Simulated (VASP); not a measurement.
# BN (Cmcm) in VASP: notebook, part 3 of 3

VASP 6.6.1.

## 6. Relaxation of the atoms, LDA (normal strain along x -0.0367, normal strain along z +0.0000)

The input, INCAR:

```
SYSTEM = BN
PREC     = Accurate       ! precision mode
ENCUT    = 520            ! plane-wave cutoff, eV
EDIFF    = 1E-6           ! SCF threshold, eV
ISMEAR   = 0              ! smearing method
SIGMA    = 0.05           ! smearing width, eV
LREAL    = .FALSE.        ! projectors in reciprocal space
LASPH    = .TRUE.         ! aspherical terms in the spheres
NELM     = 60             ! most SCF steps
ALGO     = Normal         ! electronic algorithm
ISIF     = 2              ! what is computed and relaxed
LWAVE    = .FALSE.        ! write WAVECAR
LCHARG   = .FALSE.        ! write CHGCAR
IBRION   = 2              ! ionic algorithm
NSW      = 50             ! ionic steps
EDIFFG   = -0.01          ! ionic threshold
```

The input, KPOINTS:

```
regular mesh
0
G
  12 12 4
  0 0 0
```

The input, POSCAR:

```
BN
1.0
    2.3970292072      0.0000000000      0.0000000000
   -1.1985146036      2.1549757989      0.0000000000
    0.0000000000      0.0000000000      6.4952714932
B N
2 2
Direct
    0.3333333333      0.6666666667      0.2500000000
    0.6666666667      0.3333333333      0.7500000000
    0.3333333333      0.6666666667      0.7500000000
    0.6666666667      0.3333333333      0.2500000000
```

Potentials or basis: VASP PAW LDA potentials, release 64 (B, N).

The run is started by

```bash
$ cat potpaw_LDA.64/B/POTCAR potpaw_LDA.64/N/POTCAR > POTCAR
$ mpirun -np 1 vasp_std > vasp.out
```

OUTCAR:

```text
SYSTEM = BN
   PREC = Accurate
   ENCUT = 520
   EDIFF = 1E-6
   ISMEAR = 0
   LREAL = .FALSE.
   LASPH = .TRUE.
   NELM = 60
   ISIF = 2
   IBRION = 2
   NSW = 50
   EDIFFG = -0.01

 ion  position               nearest neighbor table
   1  0.333  0.667  0.250-   4 1.40   4 1.40   4 1.44
   2  0.667  0.333  0.750-   3 1.40   3 1.40   3 1.44
   3  0.333  0.667  0.750-   2 1.40   2 1.40   2 1.44
   4  0.667  0.333  0.250-   1 1.40   1 1.40   1 1.44

  LATTYP: Found a base centered orthorhombic cell.
 ALAT       =     2.3970292072
 B/A-ratio  =     1.7980388328
 C/A-ratio  =     2.7097172924

  Lattice vectors:

 A1 = (   1.1985146036,  -2.1549757989,   0.0000000000)
 A2 = (   1.1985146036,   2.1549757989,   0.0000000000)
 A3 = (   0.0000000000,   0.0000000000,   6.4952714932)

Analysis of symmetry for initial positions (statically):
=====================================================================
 Subroutine PRICEL returns:
 Original cell was already a primitive cell.

 Routine SETGRP: Setting up the symmetry group for a
 base centered orthorhombic supercell.

[... 182 lines left out ...]
  Total        8.5391655      1.7931019     -0.0255168      0.0000000     -0.0000000      0.0000000
  in kB      407.7678503     85.6253836     -1.2184934      0.0000000     -0.0000000      0.0000000
  external PRESSURE =     164.0582469 kB  Pullay stress =       0.0000000 kB
[... 63 lines left out ...]
--------------------------------------- Ionic step        3  -------------------------------------------

 number of electron      16.0000000 magnetization

 Free energy of the ion-electron system (eV)
  ---------------------------------------------------
  ext. energy  EPLUGINS =         0.00000000
  ---------------------------------------------------
  free energy    TOTEN  =       -38.42702900 eV

  energy without entropy =      -38.42702900  energy(sigma->0) =      -38.42702900

 E-fermi :   3.0065     XC(G=0): -10.8193

 val. band max:        2.7225708168   @ k =   0.4167   0.2500   0.0000
 cond. band min:       6.5743858806   @ k =   0.0000   0.5000   0.0000
 fundamental gap:      3.8518150637
 Fermi energy:         3.0065441935

 k-point     1 :       0.0000    0.0000    0.0000
  band No.  band energies     occupation
      1     -15.3932      2.00000
      2     -15.0307      2.00000
      3      -4.1433      2.00000
      4      -1.7416      2.00000
      5       1.1424      2.00000
      6       1.1863      2.00000
      7       1.7128      2.00000
      8       1.7521      2.00000
      9       7.7165      0.00000
     10      13.2136      0.00000
     11      14.3003      0.00000
     12      14.5795      0.00000
[... 331 lines left out ...]
 k-point    24 :       0.4167    0.1667    0.0000
  band No.  band energies     occupation
      1     -11.5469      2.00000
      2     -11.4826      2.00000
      3      -6.1593      2.00000
      4      -6.0786      2.00000
      5      -3.1098      2.00000
      6      -3.0292      2.00000
      7       1.6256      2.00000
      8       2.5602      2.00000
      9       7.2219      0.00000
     10       8.3028      0.00000
     11      14.2328      0.00000
     12      14.9605      0.00000

 [... further k-points ...]
[... 5 lines left out ...]
  --------------------------------------------------------------------------------------
  -------------------------------------------------------------------------------------
  Total        8.0033043      2.1400227     -0.0266149      0.0000000      0.0000000      0.0000000
  in kB      382.1790536    102.1917738     -1.2709338      0.0000000      0.0000000      0.0000000
  external PRESSURE =     161.0332979 kB  Pullay stress =       0.0000000 kB
[... 19 lines left out ...]
  FREE ENERGIE OF THE ION-ELECTRON SYSTEM (eV)
  ---------------------------------------------------
  free  energy   TOTEN  =       -38.4270290017 eV

  energy  without entropy=      -38.4270290017  energy(sigma->0) =      -38.42702900

 reached required accuracy - stopping structural energy minimisation
```

Run time: 49 s. Hardware: 1 thread of Oxide Virtual Turin-like, shared host; peak memory 0.13 GiB.

What came out:

| Quantity | Value |
| --- | --- |
| Free energy | -38.4270 eV |
| Energy gained by relaxing | 2.2 meV/atom |
| Ionic steps | 3 |
| Pressure after relaxing | 16.1 GPa |
| Largest force after relaxing | 0.003 eV/Å |
| Band gap on the k mesh | 3.85 eV (least direct gap 4.53 eV) |

Forces in eV/Å, atoms in the order of the input:
```
B    0.000 -0.003  0.000
B    0.000  0.003  0.000
N    0.000  0.003  0.000
N    0.000 -0.003  0.000
```

The path:
| step | energy change (eV) | largest force (eV/Å) | pressure (GPa) |
| --- | --- | --- | --- |
| 1 | 0.0000 | 0.6465 | 16.41 |
| 2 | 0.1118 | 2.5354 | 16.44 |
| 3 | -0.0087 | 0.0035 | 16.10 |

Final structure:
```xyz
4
Lattice="2.3970 0.0000 0.0000 -1.1985 2.1550 0.0000 0.0000 0.0000 6.4953" Properties=species:S:1:pos:R:3 pbc="T T T"
B     0.0000    1.4433    1.6238
B     1.1985    0.7116    4.8715
N     0.0000    1.4434    4.8715
N     1.1985    0.7116    1.6238
```

Levels at points of the mesh, in eV from the valence-band top:
```tsv
k point	band 5	band 6	band 7	band 8	band 9	band 10	band 11	band 12
(0.00, 0.00, 0.00)	-1.58	-1.54	-1.01	-0.97	4.99	10.49	11.58	11.86
(0.50, 0.00, 0.00)	-4.55	-4.48	-1.55	-0.42	4.22	5.78	9.85	10.28
(0.00, 0.50, 0.00)	-3.82	-3.75	-1.87	-0.68	3.85	5.59	10.50	11.56
(0.00, 0.00, 0.50)	-1.56	-1.56	-0.99	-0.99	7.61	7.61	11.75	11.75
(0.50, 0.00, 0.50)	-4.52	-4.52	-0.96	-0.96	4.74	4.74	10.27	10.27
(0.00, 0.50, 0.50)	-3.79	-3.79	-1.25	-1.25	4.43	4.43	11.39	11.39
```

Caveat: the cell differs from its parent crystal (normal strain along x -0.0367, normal strain along z +0.0000).

## 7. Overview

| cell | gap on the mesh (eV) | pressure (GPa) | largest force (eV/Å) |
| --- | --- | --- | --- |
| atoms relaxed from a = 2.580, b = 2.511, c = 5.781 Å, angles 90.0, 90.0, 120.9°, 4 atoms | 3.70 | -11.0 | 0.01 |
| atoms relaxed from a = 2.397, b = 2.466, c = 6.257 Å, angles 90.0, 90.0, 119.1°, 4 atoms | 3.76 | 17.2 | - |
| atoms relaxed from a = 2.580, b = 2.511, c = 6.971 Å, angles 90.0, 90.0, 120.9°, 4 atoms | 3.99 | -11.7 | - |
| atoms relaxed from a = 2.306, b = 2.444, c = 6.734 Å, angles 90.0, 90.0, 118.1°, 4 atoms | 3.68 | 33.2 | 0.01 |
| atoms relaxed from a = 2.397, b = 2.466, c = 6.495 Å, angles 90.0, 90.0, 119.1°, 4 atoms | 3.85 | 16.1 | - |

Alike in all rows: task relaxation of the atoms; level LDA; potentials or basis VASP PAW LDA potentials, release 64 (B, N); no spin polarisation; k mesh 12 × 12 × 4; cutoff (eV) 520; smearing gaussian 0.05 eV.

Total energies depend on the potentials used, so only differences within one code and one set of settings carry meaning.
